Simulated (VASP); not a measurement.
Input of a VASP 6.6.1 run:

INCAR

```
SYSTEM = Al16N16F
ALGO = Normal
EDIFF = 1E-6
ENCUT = 520
GGA = PE
GGA_COMPAT = .FALSE.
ISIF = 2
ISMEAR = -1
LASPH = .TRUE.
LCHARG = .FALSE.
LREAL = Auto
LWAVE = .FALSE.
NBANDS = 90
NELECT = 136.0
NELM = 120
PREC = Accurate
SIGMA = 0.01
```

File KPOINTS:

```
k-points
0
G
  1 1 1
  0 0 0
```

The input POSCAR:

```
Al16N16F
1.0
    6.2604124020      0.0000000589      0.0000000000
   -3.1302062520      5.4216761488      0.0000000000
    0.0000000000      0.0000000000     10.0361163400
Al N F
16 16 1
Direct
    0.3326390914      0.1666897005      0.2495519076
    0.1669270213      0.3337672068      0.4995413485
    0.3378297106      0.1692816650      0.7458778036
    0.1633595369      0.3266313826      0.9996412990
    0.3336359957      0.6671826250      0.2588189850
    0.1669308342      0.8338977797      0.4995328696
    0.3336378554      0.6671873528      0.7509239370
    0.1633587798      0.8374589968      0.9996329722
    0.8341369486      0.1666898033      0.2495514768
    0.6669703918      0.3338529059      0.4956629747
    0.8315390911      0.1692812008      0.7458783749
    0.6669704642      0.3338538874      0.9936020068
    0.8341415366      0.6681941031      0.2495576955
    0.6670561282      0.8338975501      0.4995331126
    0.8315404193      0.6629921025      0.7458685323
    0.6741892933      0.8374591063      0.9996336275
    0.3333248141      0.1670353880      0.4427805332
    0.1726017738      0.3451169061      0.2033584266
    0.3475049776      0.1741189601      0.9329198061
    0.1668215731      0.3335563151      0.6920386799
    0.3336347241      0.6671806107      0.4518811610
    0.1726057819      0.8282232620      0.2033823713
    0.3336378502      0.6671868687      0.9459669983
    0.1668264479      0.8340032645      0.6920326161
    0.8337965065      0.1670343719      0.4427804492
    0.6669747546      0.3338624866      0.1901368926
    0.8267008923      0.1741184040      0.9329208926
    0.6669678582      0.3338474422      0.6826520374
    0.8337941617      0.6674993544      0.4427873024
    0.6557063049      0.8282227876      0.2033811476
    0.8266986188      0.6533085885      0.9329060928
    0.6672659517      0.8340027733      0.6920326093
    0.0002912225      0.0004912877      0.0674241352
```

Potentials or basis: VASP PAW PBE potentials, release 64 (Al, N, F).

Run with:

```bash
$ cat potpaw_PBE.64/Al/POTCAR potpaw_PBE.64/N/POTCAR potpaw_PBE.64/F/POTCAR > POTCAR
$ mpirun -np 1 vasp_gam > vasp.out
```

Problem. What does it give for the largest force?

Solution. 0.016 eV/Å.

Forces on the atoms (eV/Å):
```
Al  -0.005 -0.001  0.001
Al   0.000  0.002  0.004
Al   0.001  0.001 -0.005
Al   0.000  0.016 -0.002
Al   0.000  0.002  0.001
Al  -0.001  0.004  0.003
Al   0.000  0.000 -0.004
Al   0.013 -0.009 -0.001
Al   0.005 -0.001  0.001
Al   0.000  0.000 -0.004
Al  -0.001  0.001 -0.005
Al   0.000  0.000  0.003
Al   0.000  0.004  0.001
Al   0.001  0.004  0.003
Al   0.000 -0.001 -0.003
Al  -0.013 -0.009 -0.001
N    0.001  0.000 -0.001
N    0.000 -0.002 -0.001
N   -0.002 -0.002  0.005
N    0.000 -0.004 -0.001
N    0.000  0.000 -0.005
N   -0.001  0.000 -0.002
N    0.000 -0.001 -0.003
N   -0.002  0.000 -0.001
N   -0.001  0.000 -0.001
N    0.000 -0.001 -0.006
N    0.002 -0.002  0.005
N    0.000 -0.001  0.002
N    0.000 -0.001 -0.001
N    0.001  0.000 -0.002
N    0.000  0.002  0.006
N    0.002  0.000 -0.001
F    0.000 -0.002  0.011
```

Caveat: the k points lie up to 1.16 Å⁻¹ apart, too coarse for converged energies, forces and pressures; the cell carries a net charge on a neutralising background, which shifts energy and pressure.
